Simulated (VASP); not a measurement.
# SbPt in VASP: a series of runs

Runs on SbPt. Level: PBEsol. Tasks: single point.

Program: VASP 6.6.1. These are calculated values, not measurements. Logs are shortened: lines on timing, memory, paths and dates and some standing lists are left out, and cuts for length are marked.

### Step 1. The cell of the first run

Symmetry: Fm-3m, No. 225, cubic system. Conventional cell: a = 5.509 Å, b = 5.509 Å, c = 5.509 Å, α = 90.00°, β = 90.00°, γ = 90.00°. Within 3.6 Å of Pt (site symmetry m-3m) lie 6 Sb at 2.75 Å. Sb (site symmetry m-3m) has 6 Pt at 2.75 Å within 3.6 Å.

### Step 2. Single point, PBEsol (volume scaled by 1.020)

File INCAR:

```
PREC = Accurate ; ENCUT = 520
EDIFF = 1E-6 ; ISMEAR = 0
SIGMA = 0.05 ; LREAL = False
LASPH = True ; NELM = 100
ALGO = Normal ; ISIF = 2
LWAVE = False ; LCHARG = False
GGA = PS ; NBANDS = 14
```

File KPOINTS:

```
regular mesh
0
Gamma
  10 10 10
```

File POSCAR:

```
SbPt
1.0
    0.0000000000      2.7543748598      2.7543748598
    2.7543748598      0.0000000000      2.7543748598
    2.7543748598      2.7543748598      0.0000000000
Pt Sb
1 1
Direct
    0.5000000000      0.5000000000      0.5000000000
    0.0000000000      0.0000000000      0.0000000000
```

Potentials or basis: VASP PAW PBE potentials, release 64 (Pt, Sb).

Run with:

```bash
cat potpaw_PBE.64/Pt/POTCAR potpaw_PBE.64/Sb/POTCAR > POTCAR
mpirun -np 1 vasp_std > vasp.out
```

OUTCAR:

```text
PREC = Accurate
   ENCUT = 520
   EDIFF = 1E-6
   ISMEAR = 0
   LREAL = False
   LASPH = True
   NELM = 100
   ISIF = 2
   GGA = PS

 ion  position               nearest neighbor table
   1  0.500  0.500  0.500-   2 2.75   2 2.75   2 2.75   2 2.75   2 2.75   2 2.75
   2  0.000  0.000  0.000-   1 2.75   1 2.75   1 2.75   1 2.75   1 2.75   1 2.75

  LATTYP: Found a face centered cubic cell.
 ALAT       =     5.5087497196

  Lattice vectors:

 A1 = (   0.0000000000,   2.7543748598,   2.7543748598)
 A2 = (   2.7543748598,   0.0000000000,   2.7543748598)
 A3 = (   2.7543748598,   2.7543748598,   0.0000000000)

Analysis of symmetry for initial positions (statically):
=====================================================================
 Subroutine PRICEL returns:
 Original cell was already a primitive cell.

 Routine SETGRP: Setting up the symmetry group for a
 face centered cubic supercell.

 Subroutine GETGRP returns: Found 48 space group operations
 (whereof 48 operations were pure point group operations)
 out of a pool of 48 trial point group operations.

The static configuration has the point symmetry O_h .

Analysis of symmetry for dynamics (positions and initial velocities):
=====================================================================
 Subroutine PRICEL returns:
 Original cell was already a primitive cell.

 Routine SETGRP: Setting up the symmetry group for a
 face centered cubic supercell.

 Subroutine GETGRP returns: Found 48 space group operations
 (whereof 48 operations were pure point group operations)
 out of a pool of 48 trial point group operations.

The dynamic configuration has the point symmetry O_h .

 Subroutine INISYM returns: Found 48 space group operations
 (whereof 48 operations are pure point group operations),
 and found     1 'primitive' translations

----------------------------------------------------------------------------------------

                                     Primitive cell

  volume of cell :      41.7926

  direct lattice vectors                    reciprocal lattice vectors
     0.000000000  2.754374860  2.754374860    -0.181529394  0.181529394  0.181529394
     2.754374860  0.000000000  2.754374860     0.181529394 -0.181529394  0.181529394
     2.754374860  2.754374860  0.000000000     0.181529394  0.181529394 -0.181529394

  length of vectors
     3.895274283  3.895274283  3.895274283     0.314418134  0.314418134  0.314418134

  position of ions in fractional coordinates (direct lattice)
     0.500000000  0.500000000  0.500000000
     0.000000000  0.000000000  0.000000000

  ion indices of the primitive-cell ions
   primitive index   ion index
                 1           1
                 2           2

----------------------------------------------------------------------------------------

 KPOINTS: regular mesh

Automatic generation of k-mesh.
 Grid dimensions read from file:
 generate k-points for:   10   10   10

 Generating k-lattice:

  Cartesian coordinates                     Fractional coordinates (reciprocal lattice)
    -0.018152939  0.018152939  0.018152939     0.100000000  0.000000000  0.000000000
     0.018152939 -0.018152939  0.018152939     0.000000000  0.100000000  0.000000000
     0.018152939  0.018152939 -0.018152939     0.000000000  0.000000000  0.100000000

  Length of vectors
     0.031441813  0.031441813  0.031441813

  Shift w.r.t. Gamma in fractional coordinates (k-lattice)
     0.000000000  0.000000000  0.000000000

 Subroutine IBZKPT returns following result:
 ===========================================

 Found     47 irreducible k-points:

 Following reciprocal coordinates:
            Coordinates               Weight
  0.000000  0.000000  0.000000      1.000000
  0.100000  0.000000  0.000000      8.000000
  0.200000  0.000000  0.000000      8.000000
  0.300000  0.000000  0.000000      8.000000
  0.400000  0.000000  0.000000      8.000000
  0.500000  0.000000  0.000000      4.000000
[... 16 lines left out ...]
  0.300000  0.300000  0.000000      6.000000
  0.400000  0.300000  0.000000     24.000000
 [... further k-points ...]
   k-points           NKPTS =     47   k-points in BZ     NKDIM =     47   number of bands    NBANDS=     14
   number of dos      NEDOS =    301   number of ions     NIONS =      2
   total plane-waves  NPLWV =  27000
   dimension x,y,z NGX =    30 NGY =   30 NGZ =   30
   dimension x,y,z NGXF=    60 NGYF=   60 NGZF=   60
   ions per type =               1   1
   NGX,Y,Z   is equivalent  to a cutoff of  12.80, 12.80, 12.80 a.u.
   NGXF,Y,Z  is equivalent  to a cutoff of  25.61, 25.61, 25.61 a.u.
 SYSTEM =  unknown system
   PREC   = accura    normal or accurate (medium, high low for compatibility)
   ISTART =      0    job   : 0-new  1-cont  2-samecut
   ICHARG =      2    charge: 1-file 2-atom 10-const
   ISPIN  =      1    spin polarized calculation?
   LNONCOLLINEAR =      F non collinear calculations
   LSORBIT =      F    spin-orbit coupling
   LASPH  =      T    aspherical Exc in radial PAW
   ENCUT  =  520.0 eV  38.22 Ry    6.18 a.u.   7.24  7.24  7.24*2*pi/ulx,y,z
   NELM   =    100;   NELMIN=  2; NELMDL= -5     # of ELM steps
   EDIFF  = 0.1E-05   stopping-criterion for ELM
   LREAL  =      F    real-space projection
   EDIFFG = 0.1E-04   stopping-criterion for IOM
   NSW    =      0    number of steps for IOM
   IBRION =     -1    ionic relax: 0-MD 1-quasi-New 2-CG
   NFREE  =      0    steps in history (QN), initial steepest desc. (CG)
   ISIF   =      2    stress and relaxation
   ISYM   =      2    0-nonsym 1-usesym 2-fastsym
   POTIM  = 0.5000    time-step for ionic-motion
   TEBEG  =    0.0;   TEEND  =   0.0 temperature during run
   PSTRESS=    0.0 pullay stress
   NELECT =      15.0000    total number of electrons
   NUPDOWN=      -1.0000    fix difference up-down
   EMIN   =  10.00;   EMAX   =-10.00  energy-range for DOS
   EFERMI =   0.00;   METHOD = LEGACY
   ISMEAR =     0;   SIGMA  =   0.05  broadening in eV -4-tet -1-fermi 0-gaus
   EFERMI_NEDOS =   21; number of points for ismear=-14 and -15
   IALGO  =     38    algorithm
   IMIX   =      4    mixing-type and parameters
     AMIX     =   0.40;   BMIX     =  1.00
     AMIX_MAG =   1.60;   BMIX_MAG =  1.00
  volume/ion in A,a.u.               =      20.90       141.02
  Fermi-wavevector in a.u.,A,eV,Ry     =   1.163426  2.198557 18.416312  1.353561
  Thomas-Fermi vector in A             =   2.299976
   LORBIT       =      0    0 simple, 1 ext, 2 COOP (PROOUT), +10 PAW based schemes
   GGA     = PS    functional components
   LHFCALC =     F    Hartree Fock is set to
   AEXX    =    0.0000 exact exchange contribution
   IVDW    =     0    specifies the selected vdW correction
   LEPSILON=     F    determine dielectric tensor
   LRPA    =     F    only Hartree local field effects (RPA)
 non-spin polarized calculation
 Gauss-broadening in eV      SIGMA  =   0.05
  energy-cutoff  :      520.00
  volume of cell :       41.79
 maximum number of plane-waves:      1158
 NGX is ok and might be reduce to    30
   NGX = 15   NGY = 15   NGZ = 15

 number of electron      14.9999998 magnetization

 Free energy of the ion-electron system (eV)
  ---------------------------------------------------
  ext. energy  EPLUGINS =         0.00000000
  ---------------------------------------------------
  free energy    TOTEN  =       -12.06930679 eV

  energy without entropy =      -12.06744029  energy(sigma->0) =      -12.06837354

 E-fermi :   9.1360     XC(G=0): -11.4835

 val. band max:        9.1095228682   @ k =   0.4000   0.3000   0.1000
 cond. band min:       9.1577650976   @ k =   0.5000   0.3000   0.0000
 fundamental gap:      0.0482422294
 Fermi energy:         9.1359866400

 k-point     1 :       0.0000    0.0000    0.0000
  band No.  band energies     occupation
      1      -3.1623      2.00000
      2       5.8552      2.00000
      3       5.8552      2.00000
      4       5.8552      2.00000
      5       5.9167      2.00000
      6       5.9167      2.00000
      7      10.4243      0.00000
      8      10.4243      0.00000
      9      10.4243      0.00000
     10      13.9142      0.00000
     11      17.0255      0.00000
     12      19.6685      0.00000
     13      19.6685      0.00000
     14      19.6685      0.00000

 k-point     2 :       0.1000    0.0000    0.0000
  band No.  band energies     occupation
      1      -3.0093      2.00000
      2       5.7023      2.00000
      3       5.7023      2.00000
      4       5.7166      2.00000
      5       5.9280      2.00000
      6       5.9280      2.00000
      7       9.5178      0.00000
      8      10.7452      0.00000
      9      10.7452      0.00000
     10      14.8400      0.00000
     11      16.8782      0.00000
     12      18.7145      0.00000
     13      18.9319      0.00000
     14      18.9319      0.00000

 k-point     3 :       0.2000    0.0000    0.0000
  band No.  band energies     occupation
      1      -2.5590      2.00000
      2       5.1865      2.00000
      3       5.2594      2.00000
      4       5.2594      2.00000
      5       6.0962      2.00000
      6       6.0962      2.00000
      7       8.1849      2.00000
      8      11.5185      0.00000
      9      11.5185      0.00000
     10      15.3453      0.00000
     11      17.1619      0.00000
     12      17.6925      0.00000
     13      17.6925      0.00000
     14      18.4085      0.00000
[... 324 lines left out ...]
 k-point    23 :       0.3000    0.3000    0.0000
  band No.  band energies     occupation
      1      -1.6453      2.00000
      2       3.8372      2.00000
      3       5.3407      2.00000
      4       6.0889      2.00000
      5       6.0889      2.00000
      6       6.1629      2.00000
      7       9.1929      0.10762
      8       9.1929      0.10762
      9       9.9505      0.00000
     10      11.4567      0.00000
     11      16.5626      0.00000
     12      19.6642      0.00000
     13      19.6642      0.00000
     14      21.3471      0.00000

 k-point    24 :       0.4000    0.3000    0.0000
  band No.  band energies     occupation
      1      -1.2140      2.00000
      2       3.7440      2.00000
      3       5.1322      2.00000
      4       5.7387      2.00000
      5       6.2913      2.00000
      6       6.5705      2.00000
      7       7.9601      2.00000
      8       9.0587      1.97128
      9      10.0221      0.00000
     10      11.1344      0.00000
     11      16.5907      0.00000
     12      19.7205      0.00000
     13      19.9767      0.00000
     14      22.8802      0.00000

 [... further k-points ...]

------------------------ aborting loop because EDIFF is reached ----------------------------------------

  FORCE on cell =-STRESS in cart. coord.  units (eV):
  Direction    XX          YY          ZZ          XY          YZ          ZX
  --------------------------------------------------------------------------------------
  -------------------------------------------------------------------------------------
  Total       -0.7175870     -0.7175870     -0.7175870      0.0000000     -0.0000000     -0.0000000
  in kB      -27.5097107    -27.5097107    -27.5097107      0.0000000     -0.0000000     -0.0000000
  external PRESSURE =     -27.5097107 kB  Pullay stress =       0.0000000 kB

 VOLUME and BASIS-vectors are now :
 -----------------------------------------------------------------------------
  energy-cutoff  :      520.00
  volume of cell :       41.79
      direct lattice vectors                 reciprocal lattice vectors
     0.000000000  2.754374860  2.754374860    -0.181529394  0.181529394  0.181529394
     2.754374860  0.000000000  2.754374860     0.181529394 -0.181529394  0.181529394
     2.754374860  2.754374860  0.000000000     0.181529394  0.181529394 -0.181529394

 POSITION                                       TOTAL-FORCE (eV/Angst)
 -----------------------------------------------------------------------------------
      2.75437      2.75437      2.75437         0.000000     -0.000000      0.000000
      0.00000      0.00000      0.00000        -0.000000      0.000000     -0.000000
 -----------------------------------------------------------------------------------
    total drift:                                0.000000     -0.000000      0.000000

  FREE ENERGIE OF THE ION-ELECTRON SYSTEM (eV)
  ---------------------------------------------------
  free  energy   TOTEN  =       -12.0693067936 eV

  energy  without entropy=      -12.0674402898  energy(sigma->0) =      -12.06837354
```

Run time: 45 s. Hardware: 1 thread of Intel Xeon Platinum 8259CL at 2.50GHz (Skylake/Cascade Lake), shared host; peak memory 0.18 GiB.

Results:

```yaml
Free_energy: -12.0693 eV
Pressure: -2.8 GPa
```

Levels at points of the mesh, in eV from the Fermi level:
```
           k point  band 5  band 6  band 7  band 8  band 9  band 10
(0.00, 0.00, 0.00)   -3.22   -3.22    1.29    1.29    1.29     4.78
(0.50, 0.00, 0.00)   -2.53   -2.53   -2.08    4.17    4.72     4.72
(0.50, 0.50, 0.00)   -2.20   -2.20   -1.60   -1.47   -1.47     1.05
```

Caveat: the cell differs from its parent crystal (volume scaled by 1.020); the PAW data sets were made with another functional, which shifts forces and pressure a little; spin-orbit coupling is left out, which moves the levels of the heavy elements.

### Step 3. Single point, PBEsol (volume scaled by 1.040)

File INCAR:

```
SYSTEM = SbPt
ALGO = Normal
EDIFF = 1E-6
ENCUT = 520
GGA = PS
ISIF = 2
ISMEAR = 0
LASPH = .True.
LCHARG = .True.
LELF = .True.
LREAL = .False.
LVHAR = .True.
LWAVE = .False.
NBANDS = 14
NELM = 60
PREC = Accurate
SIGMA = 0.05
```

File KPOINTS:

```
k-points
0
Gamma
  10 10 10
  0 0 0
```

File POSCAR:

```
SbPt
1.0
    0.0000000000      2.7722609120      2.7722609120
    2.7722609120      0.0000000000      2.7722609120
    2.7722609120      2.7722609120      0.0000000000
Pt Sb
1 1
Direct
    0.5000000000      0.5000000000      0.5000000000
    0.0000000000      0.0000000000      0.0000000000
```

Potentials or basis: VASP PAW PBE potentials, release 64 (Pt, Sb).

Run with:

```bash
cat potpaw_PBE.64/Pt/POTCAR potpaw_PBE.64/Sb/POTCAR > POTCAR
mpirun -np 1 vasp_std > vasp.out
```

Wall time 38 s (1 thread of Intel Xeon Platinum 8259CL at 2.50GHz (Skylake/Cascade Lake), shared host); peak memory 0.18 GiB.

Results (log left out):

```yaml
Free_energy: -12.0494 eV
Pressure: -5.1 GPa
```

Levels at points of the mesh, in eV from the Fermi level:
| k point | band 4 | band 5 | band 6 | band 7 | band 8 | band 9 | band 10 | band 11 |
| --- | --- | --- | --- | --- | --- | --- | --- | --- |
| (0.00, 0.00, 0.00) | -3.18 | -3.14 | -3.14 | 1.26 | 1.26 | 1.26 | 4.55 | 7.95 |
| (0.50, 0.00, 0.00) | -4.61 | -2.46 | -2.46 | -2.02 | 4.15 | 4.60 | 4.60 | 5.62 |
| (0.50, 0.50, 0.00) | -2.76 | -2.14 | -2.14 | -1.57 | -1.42 | -1.42 | 0.96 | 7.28 |

Caveat: the cell differs from its parent crystal (volume scaled by 1.040); the PAW data sets were made with another functional, which shifts forces and pressure a little; spin-orbit coupling is left out, which moves the levels of the heavy elements.

### Step 4. Single point, PBEsol

This run uses another cell than the first one, of 20.08 Å³/atom, 0.961 times its volume.

File INCAR:

```
PREC     = Accurate       # precision mode
ENCUT    = 520            # plane-wave cutoff, eV
EDIFF    = 1E-6           # SCF threshold, eV
ISMEAR   = 0              # smearing method
SIGMA    = 0.05           # smearing width, eV
LREAL    = False          # projectors in reciprocal space
LASPH    = True           # aspherical terms in the spheres
NELM     = 60             # most SCF steps
ALGO     = Normal         # electronic algorithm
ISIF     = 2              # what is computed and relaxed
LWAVE    = False          # write WAVECAR
LCHARG   = False          # write CHGCAR
GGA      = PS             # functional
NBANDS   = 14             # bands
```

File KPOINTS:

```
regular mesh
0
Gamma
  10 10 10
```

File POSCAR:

```
SbPt
1.0
    0.0000000000      2.6815283789      2.7362534479
    2.7362534479      0.0000000000      2.7362534479
    2.7362534479      2.6815283789      0.0000000000
Pt Sb
1 1
Direct
    0.5000000000      0.5000000000      0.5000000000
    0.0000000000      0.0000000000      0.0000000000
```

Run with:

```bash
cat potpaw_PBE.64/Pt/POTCAR potpaw_PBE.64/Sb/POTCAR > POTCAR
mpirun -np 1 vasp_std > vasp.out
```

It took 59 s on 1 thread of Intel Xeon Platinum 8259CL at 2.50GHz (Skylake/Cascade Lake), shared host; peak memory 0.2 GiB.

Results (log left out):

| Property | Result |
| --- | --- |
| Free energy | -12.0637 eV |
| Pressure | 3.0 GPa |

Stress tensor (GPa, compression positive):
```
1.78 0.00 0.00
0.00 5.29 0.00
0.00 0.00 1.78
```

Levels at points of the mesh, in eV from the Fermi level:
```
           k point  band 3  band 4  band 5  band 6  band 7  band 8  band 9  band 10  band 11  band 12
(0.00, 0.00, 0.00)   -3.52   -3.40   -3.40   -3.38    1.30    1.37    1.37     5.27     7.77    10.69
(0.50, 0.00, 0.00)   -5.01   -4.95   -2.68   -2.68   -2.18    4.19    4.86     5.09     5.55     5.85
(0.50, 0.50, 0.00)   -4.31   -3.00   -2.32   -2.32   -1.65   -1.59   -1.42     1.34     7.53    13.48
(0.50, 0.00, 0.50)   -4.26   -2.93   -2.34   -2.34   -1.66   -1.66   -1.61     1.15     7.36    13.57
```

Caveat: the PAW data sets were made with another functional, which shifts forces and pressure a little; spin-orbit coupling is left out, which moves the levels of the heavy elements.

### Step 5. The runs side by side

| cell | gap on the mesh (eV) | pressure (GPa) |
| --- | --- | --- |
| a = 3.895 Å, angles 60.0°, 2 atoms | none | -2.8 |
| a = 3.921 Å, angles 60.0°, 2 atoms | none | -5.1 |
| a = 3.831, b = 3.870 Å, angles 59.7, 60.7, 59.7°, 2 atoms | none | 3.0 |

Alike in all rows: task single point; level PBEsol; potentials or basis VASP PAW PBE potentials, release 64 (Pt, Sb); no spin polarisation; k mesh 10 × 10 × 10; cutoff (eV) 520; smearing gaussian 0.05 eV.

Caveats: the PAW data sets were made with another functional, which shifts forces and pressure a little; spin-orbit coupling is left out, which moves the levels of the heavy elements.

Total energies depend on the potentials used, so only differences within one code and one set of settings carry meaning.
